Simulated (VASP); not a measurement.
# Pd (Fm-3m) in VASP: a series of runs

The runs below take Pd through single point, with PBE.

Program: VASP 6.6.1. These are calculated values, not measurements. Logs are shortened: lines on timing, memory, paths and dates and some standing lists are left out, and cuts for length are marked.

## (1) The cell of the first run

Symmetry: Fm-3m, No. 225, cubic system. The conventional cell has a = 3.942 Å, b = 3.942 Å, c = 3.942 Å, α = 90.00°, β = 90.00°, γ = 90.00°. Pd (site symmetry m-3m) has 12 Pd at 2.79 Å within 3.7 Å.

## (2) Single point, PBE

Contents of INCAR:

```
PREC = Accurate
ENCUT = 520
EDIFF = 1E-7
ISMEAR = -1
SIGMA = 0.06122561905347299
LREAL = False
LASPH = True
NELM = 80
ALGO = Normal
ISIF = 2
LWAVE = False
LCHARG = False
GGA = PE
NBANDS = 11
```

Contents of KPOINTS:

```
Automatic mesh
0
Gamma
  47 47 47
```

Contents of POSCAR:

```
Pd
1.0
    0.0000000000      1.9710879955      1.9710879955
    1.9710879955      0.0000000000      1.9710879955
    1.9710879955      1.9710879955      0.0000000000
Pd
1
Direct
    0.0000000000      0.0000000000      0.0000000000
```

Potentials or basis: VASP PAW PBE potentials, release 64 (Pd).

Run with:

```console
$ cat potpaw_PBE.64/Pd/POTCAR > POTCAR
$ mpirun -np 1 vasp_std > vasp.out
```

OUTCAR:

```text
PREC = Accurate
   ENCUT = 520
   EDIFF = 1E-7
   ISMEAR = -1
   LREAL = False
   LASPH = True
   NELM = 80
   ISIF = 2
   GGA = PE

 ion  position               nearest neighbor table
   1  0.000  0.000  0.000-

  LATTYP: Found a face centered cubic cell.
 ALAT       =     3.9421759910

  Lattice vectors:

 A1 = (   0.0000000000,   1.9710879955,   1.9710879955)
 A2 = (   1.9710879955,   0.0000000000,   1.9710879955)
 A3 = (   1.9710879955,   1.9710879955,   0.0000000000)

Analysis of symmetry for initial positions (statically):
=====================================================================
 Subroutine PRICEL returns:
 Original cell was already a primitive cell.

 Routine SETGRP: Setting up the symmetry group for a
 face centered cubic supercell.

 Subroutine GETGRP returns: Found 48 space group operations
 (whereof 48 operations were pure point group operations)
 out of a pool of 48 trial point group operations.

The static configuration has the point symmetry O_h .

Analysis of symmetry for dynamics (positions and initial velocities):
=====================================================================
 Subroutine PRICEL returns:
 Original cell was already a primitive cell.

 Routine SETGRP: Setting up the symmetry group for a
 face centered cubic supercell.

 Subroutine GETGRP returns: Found 48 space group operations
 (whereof 48 operations were pure point group operations)
 out of a pool of 48 trial point group operations.

The dynamic configuration has the point symmetry O_h .

 Subroutine INISYM returns: Found 48 space group operations
 (whereof 48 operations are pure point group operations),
 and found     1 'primitive' translations

----------------------------------------------------------------------------------------

                                     Primitive cell

  volume of cell :      15.3161

  direct lattice vectors                    reciprocal lattice vectors
     0.000000000  1.971087996  1.971087996    -0.253667011  0.253667011  0.253667011
     1.971087996  0.000000000  1.971087996     0.253667011 -0.253667011  0.253667011
     1.971087996  1.971087996  0.000000000     0.253667011  0.253667011 -0.253667011

  length of vectors
     2.787539376  2.787539376  2.787539376     0.439364151  0.439364151  0.439364151

  position of ions in fractional coordinates (direct lattice)
     0.000000000  0.000000000  0.000000000

[... 74 lines left out ...]
   NELM   =     80;   NELMIN=  2; NELMDL= -5     # of ELM steps
   EDIFF  = 0.1E-06   stopping-criterion for ELM
   LREAL  =      F    real-space projection
   EDIFFG = 0.1E-05   stopping-criterion for IOM
   NSW    =      0    number of steps for IOM
   IBRION =     -1    ionic relax: 0-MD 1-quasi-New 2-CG
   NFREE  =      0    steps in history (QN), initial steepest desc. (CG)
   ISIF   =      2    stress and relaxation
   ISYM   =      2    0-nonsym 1-usesym 2-fastsym
   POTIM  = 0.5000    time-step for ionic-motion
   TEBEG  =    0.0;   TEEND  =   0.0 temperature during run
   PSTRESS=    0.0 pullay stress
   NELECT =      10.0000    total number of electrons
   NUPDOWN=      -1.0000    fix difference up-down
   EMIN   =  10.00;   EMAX   =-10.00  energy-range for DOS
   EFERMI =   0.00;   METHOD = LEGACY
   ISMEAR =    -1;   SIGMA  =   0.06  broadening in eV -4-tet -1-fermi 0-gaus
   EFERMI_NEDOS =   21; number of points for ismear=-14 and -15
   IALGO  =     38    algorithm
   IMIX   =      4    mixing-type and parameters
     AMIX     =   0.40;   BMIX     =  1.00
     AMIX_MAG =   1.60;   BMIX_MAG =  1.00
  volume/ion in A,a.u.               =      15.32       103.36
  Fermi-wavevector in a.u.,A,eV,Ry     =   1.420230  2.683846 27.443693  2.017055
  Thomas-Fermi vector in A             =   2.541168
   LORBIT       =      0    0 simple, 1 ext, 2 COOP (PROOUT), +10 PAW based schemes
   GGA     = PE    functional components
   LHFCALC =     F    Hartree Fock is set to
   AEXX    =    0.0000 exact exchange contribution
   IVDW    =     0    specifies the selected vdW correction
   LEPSILON=     F    determine dielectric tensor
   LRPA    =     F    only Hartree local field effects (RPA)
 non-spin polarized calculation
  energy-cutoff  :      520.00
  volume of cell :       15.32
 maximum number of plane-waves:       428
 NGX is ok and might be reduce to    24
   NGX = 11   NGY = 11   NGZ = 11

 number of electron      10.0000000 magnetization

 Free energy of the ion-electron system (eV)
  ---------------------------------------------------
  ext. energy  EPLUGINS =         0.00000000
  ---------------------------------------------------
  free energy    TOTEN  =        -5.23166120 eV

  energy without entropy =       -5.20283893  energy(sigma->0) =       -5.21725007

 E-fermi :   9.1668     XC(G=0): -12.9509

 val. band max:        9.1664220462   @ k =   0.4468   0.3830   0.0213
 cond. band min:       9.1671643653   @ k =  -0.4681   0.3191   0.0638
 fundamental gap:      0.0007423190
 Fermi energy:         9.1667871686

 k-point     1 :       0.0000    0.0000    0.0000
  band No.  band energies     occupation
      1       2.3085      2.00000
      2       6.4887      2.00000
      3       6.4887      2.00000
      4       6.4887      2.00000
      5       8.0017      2.00000
      6       8.0017      2.00000
      7      26.3283      0.00000
      8      30.8903      0.00000
      9      30.8903      0.00000
     10      30.8903      0.00000
     11      35.4798      0.00000
[... 309 lines left out ...]
 k-point    24 :       0.4894    0.0000    0.0000
  band No.  band energies     occupation
      1       4.1535      2.00000
      2       6.4470      2.00000
      3       6.4470      2.00000
      4       9.1290      1.29936
      5       9.1290      1.29936
      6      10.2372      0.00000
      7      16.2138      0.00000
      8      25.6793      0.00000
      9      29.9030      0.00000
     10      29.9030      0.00000
     11      35.6008      0.00000

 [... further k-points ...]
[... 5 lines left out ...]
  --------------------------------------------------------------------------------------
  -------------------------------------------------------------------------------------
  Total       -0.0093207     -0.0093207     -0.0093207      0.0000000      0.0000000     -0.0000000
  in kB       -0.9750162     -0.9750162     -0.9750162      0.0000000      0.0000000     -0.0000000
  external PRESSURE =      -0.9750162 kB  Pullay stress =       0.0000000 kB

 VOLUME and BASIS-vectors are now :
 -----------------------------------------------------------------------------
  energy-cutoff  :      520.00
  volume of cell :       15.32
      direct lattice vectors                 reciprocal lattice vectors
     0.000000000  1.971087996  1.971087996    -0.253667011  0.253667011  0.253667011
     1.971087996  0.000000000  1.971087996     0.253667011 -0.253667011  0.253667011
     1.971087996  1.971087996  0.000000000     0.253667011  0.253667011 -0.253667011

 POSITION                                       TOTAL-FORCE (eV/Angst)
 -----------------------------------------------------------------------------------
      0.00000      0.00000      0.00000         0.000000      0.000000     -0.000000
 -----------------------------------------------------------------------------------
    total drift:                               -0.000000     -0.000000     -0.000000

  FREE ENERGIE OF THE ION-ELECTRON SYSTEM (eV)
  ---------------------------------------------------
  free  energy   TOTEN  =        -5.2316612016 eV

  energy  without entropy=       -5.2028389299  energy(sigma->0) =       -5.21725007
```

Run time: 8.6 min. Hardware: 1 thread of AMD EPYC 7R43 (Zen 3), shared host; peak memory 0.49 GiB.

What came out:

| Item | Value |
| --- | --- |
| Free energy | -5.2317 eV |
| Pressure | -0.1 GPa |
| Band gap on the k mesh | zero (band 5 reaches 9.42 eV, above the bottom of band 6 at 7.94 eV) |

## (3) Single point, PBE

This run uses another cell than the first one, of 15.62 Å³/atom, 1.020 times its volume.

Contents of INCAR:

```
PREC = Accurate ; ENCUT = 520
EDIFF = 1E-7 ; ISMEAR = -1
SIGMA = 0.06122561905347299 ; LREAL = False
LASPH = True ; NELM = 60
ALGO = Normal ; ISIF = 2
LWAVE = False ; LCHARG = False
GGA = PE ; NBANDS = 11
```

KPOINTS is that of step 2.

Contents of POSCAR:

```
Pd
1.0
    0.0000000000      1.9841419388      1.9841419388
    1.9841419388      0.0000000000      1.9841419388
    1.9841419388      1.9841419388      0.0000000000
Pd
1
Direct
    0.0000000000      0.0000000000      0.0000000000
```

Potentials or basis: VASP PAW PBE potentials, release 64 (Pd).

Run with:

```console
$ cat potpaw_PBE.64/Pd/POTCAR > POTCAR
$ mpirun -np 1 vasp_std > vasp.out
```

OUTCAR:

```text
PREC = Accurate
   ENCUT = 520
   EDIFF = 1E-7
   ISMEAR = -1
   LREAL = False
   LASPH = True
   NELM = 60
   ISIF = 2
   GGA = PE

 ion  position               nearest neighbor table
   1  0.000  0.000  0.000-

  LATTYP: Found a face centered cubic cell.
 ALAT       =     3.9682838776

  Lattice vectors:

 A1 = (   0.0000000000,   1.9841419388,   1.9841419388)
 A2 = (   1.9841419388,   0.0000000000,   1.9841419388)
 A3 = (   1.9841419388,   1.9841419388,   0.0000000000)

Analysis of symmetry for initial positions (statically):
=====================================================================
 Subroutine PRICEL returns:
 Original cell was already a primitive cell.

 Routine SETGRP: Setting up the symmetry group for a
 face centered cubic supercell.

 Subroutine GETGRP returns: Found 48 space group operations
 (whereof 48 operations were pure point group operations)
 out of a pool of 48 trial point group operations.

The static configuration has the point symmetry O_h .

Analysis of symmetry for dynamics (positions and initial velocities):
=====================================================================
 Subroutine PRICEL returns:
 Original cell was already a primitive cell.

 Routine SETGRP: Setting up the symmetry group for a
 face centered cubic supercell.

 Subroutine GETGRP returns: Found 48 space group operations
 (whereof 48 operations were pure point group operations)
 out of a pool of 48 trial point group operations.

The dynamic configuration has the point symmetry O_h .

 Subroutine INISYM returns: Found 48 space group operations
 (whereof 48 operations are pure point group operations),
 and found     1 'primitive' translations

----------------------------------------------------------------------------------------

                                     Primitive cell

  volume of cell :      15.6224

[... 104 lines left out ...]
   IMIX   =      4    mixing-type and parameters
     AMIX     =   0.40;   BMIX     =  1.00
     AMIX_MAG =   1.60;   BMIX_MAG =  1.00
  volume/ion in A,a.u.               =      15.62       105.43
  Fermi-wavevector in a.u.,A,eV,Ry     =   1.410887  2.666189 27.083769  1.990601
  Thomas-Fermi vector in A             =   2.532794
   LORBIT       =      0    0 simple, 1 ext, 2 COOP (PROOUT), +10 PAW based schemes
   GGA     = PE    functional components
   LHFCALC =     F    Hartree Fock is set to
   AEXX    =    0.0000 exact exchange contribution
   IVDW    =     0    specifies the selected vdW correction
   LEPSILON=     F    determine dielectric tensor
   LRPA    =     F    only Hartree local field effects (RPA)
 non-spin polarized calculation
  energy-cutoff  :      520.00
  volume of cell :       15.62
 maximum number of plane-waves:       444
 NGX is ok and might be reduce to    24
   NGX = 11   NGY = 11   NGZ = 11

 number of electron      10.0000001 magnetization

 Free energy of the ion-electron system (eV)
  ---------------------------------------------------
  ext. energy  EPLUGINS =         0.00000000
  ---------------------------------------------------
  free energy    TOTEN  =        -5.22858208 eV

  energy without entropy =       -5.19909587  energy(sigma->0) =       -5.21383898

 E-fermi :   8.8497     XC(G=0): -12.8288

 val. band max:        8.8492615615   @ k =  -0.3617   0.3830   0.1064
 cond. band min:       8.8497877170   @ k =   0.4468   0.3404   0.0213
 fundamental gap:      0.0005261555
 Fermi energy:         8.8496964842

 k-point     1 :       0.0000    0.0000    0.0000
  band No.  band energies     occupation
      1       2.1396      2.00000
      2       6.2560      2.00000
      3       6.2560      2.00000
      4       6.2560      2.00000
      5       7.7204      2.00000
      6       7.7204      2.00000
      7      25.9924      0.00000
      8      30.4424      0.00000
      9      30.4424      0.00000
     10      30.4424      0.00000
     11      35.1581      0.00000
[... 309 lines left out ...]
 k-point    24 :       0.4894    0.0000    0.0000
  band No.  band energies     occupation
      1       3.9823      2.00000
      2       6.2169      2.00000
      3       6.2169      2.00000
      4       8.8110      1.30596
      5       8.8110      1.30596
      6       9.9632      0.00000
      7      15.7470      0.00000
      8      25.3385      0.00000
      9      29.3876      0.00000
     10      29.3876      0.00000
     11      35.2544      0.00000

 [... further k-points ...]
[... 5 lines left out ...]
  --------------------------------------------------------------------------------------
  -------------------------------------------------------------------------------------
  Total       -0.3149863     -0.3149863     -0.3149863      0.0000000      0.0000000      0.0000000
  in kB      -32.3038306    -32.3038306    -32.3038306      0.0000000      0.0000000      0.0000000
  external PRESSURE =     -32.3038306 kB  Pullay stress =       0.0000000 kB

 VOLUME and BASIS-vectors are now :
 -----------------------------------------------------------------------------
  energy-cutoff  :      520.00
  volume of cell :       15.62
      direct lattice vectors                 reciprocal lattice vectors
     0.000000000  1.984141939  1.984141939    -0.251998101  0.251998101  0.251998101
     1.984141939  0.000000000  1.984141939     0.251998101 -0.251998101  0.251998101
     1.984141939  1.984141939  0.000000000     0.251998101  0.251998101 -0.251998101

 POSITION                                       TOTAL-FORCE (eV/Angst)
 -----------------------------------------------------------------------------------
      0.00000      0.00000      0.00000         0.000000      0.000000      0.000000
 -----------------------------------------------------------------------------------
    total drift:                               -0.000000      0.000000     -0.000000

  FREE ENERGIE OF THE ION-ELECTRON SYSTEM (eV)
  ---------------------------------------------------
  free  energy   TOTEN  =        -5.2285820846 eV

  energy  without entropy=       -5.1990958688  energy(sigma->0) =       -5.21383898
```

OSZICAR:

```text
N       E                     dE             d eps       ncg     rms          rms(c)
DAV:   1     0.423684352081E+02    0.42368E+02   -0.51379E+03 57608   0.848E+02
DAV:   2    -0.490094535299E+01   -0.47269E+02   -0.45632E+02 64562   0.181E+02
DAV:   3    -0.549119083976E+01   -0.59025E+00   -0.58646E+00 68649   0.214E+01
DAV:   4    -0.549405291617E+01   -0.28621E-02   -0.28617E-02 68477   0.158E+00
DAV:   5    -0.549408719129E+01   -0.34275E-04   -0.34275E-04 75034   0.154E-01    0.659E+00
DAV:   6    -0.523856262484E+01    0.25552E+00   -0.11626E+00 69887   0.859E+00    0.322E+00
DAV:   7    -0.523154905186E+01    0.70136E-02   -0.70054E-03 71295   0.656E-01    0.177E+00
DAV:   8    -0.522857717327E+01    0.29719E-02   -0.89432E-04 71030   0.209E-01    0.452E-02
DAV:   9    -0.522857873167E+01   -0.15584E-05   -0.18690E-05 74008   0.363E-02    0.147E-02
DAV:  10    -0.522858240395E+01   -0.36723E-05   -0.24857E-06 70546   0.149E-02    0.336E-03
DAV:  11    -0.522858209592E+01    0.30803E-06   -0.27268E-08 64546   0.168E-03    0.320E-04
DAV:  12    -0.522858208457E+01    0.11347E-07   -0.24810E-09 45778   0.422E-04
   1 F= -.52285821E+01 E0= -.52138390E+01  d E =-.294862E-01
```

Wall time 2.5 min (1 thread of Intel Xeon 6975P-C (Granite Rapids), shared host); peak memory 0.55 GiB.

Results:

```yaml
Free_energy: -5.2286 eV
Pressure: -3.2 GPa
Band_gap_on_the_k_mesh: zero (band 5 reaches 9.10 eV, above the bottom of band 6 at 7.66 eV)
```
